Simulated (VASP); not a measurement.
CaTi:

```
Ca Ti
1.0
     3.24380    0.00000    0.00000
     0.00000    3.24380    0.00000
     0.00000    0.00000    4.25170
Ca Ti
1 1
Direct
  0.50000 0.50000 0.50000
  0.00000 0.00000 0.00000
```

| Quantity | Value |
| --- | --- |
| Program | VASP 6.6.1 |
| Task | relaxation of cell and atoms |
| Functional | PBE |
| Potentials or basis | VASP PAW PBE potentials, release 64 (Ca_sv, Ti_sv) |
| Cutoff | 500 eV |
| k mesh | 6 × 6 × 4 |
| Occupations | gaussian, width 0.1 eV |
| Spin | no spin polarisation |

At the start: pressure 7.2 GPa; volume 22.37 Å³/atom.

**Question.** How do energy, volume and symmetry change on relaxing?

**Answer.** Over 8 steps the energy falls by 113.0 meV/atom and the volume is 25.57 Å³/atom (+14.3 %); space group P4/mmm (No. 123, to 0.1 Å) before and after.

The path:
| step | energy change (eV) | largest force (eV/Å) | pressure (GPa) | volume (Å³) |
| --- | --- | --- | --- | --- |
| 1 | 0.0000 | 0.0000 | 7.18 | 44.74 |
| 2 | -0.1608 | 0.0000 | 0.09 | 51.53 |
| 3 | -0.1618 | 0.0000 | -0.45 | 52.26 |
| 4 | -0.1784 | 0.0000 | -0.44 | 52.14 |
| 5 | -0.2149 | 0.0000 | -0.33 | 51.68 |
| 6 | -0.1909 | 0.0000 | 0.29 | 50.17 |
| 7 | -0.2254 | 0.0000 | -0.20 | 51.28 |
| 8 | -0.2259 | 0.0000 | -0.16 | 51.14 |

Final structure:
```xyz
2
Lattice="3.1773 0.0000 0.0000 0.0000 3.1773 0.0000 0.0000 0.0000 5.0663" Properties=species:S:1:pos:R:3 pbc="T T T"
Ca    1.5886    1.5886    2.5331
Ti    0.0000    0.0000    0.0000
```

Caveat: the k points lie up to 0.33 Å⁻¹ apart in the final cell, too coarse for converged energies and pressures of a metal; a cell axis changed by over 15 % at a fixed basis, so the end point is rough.
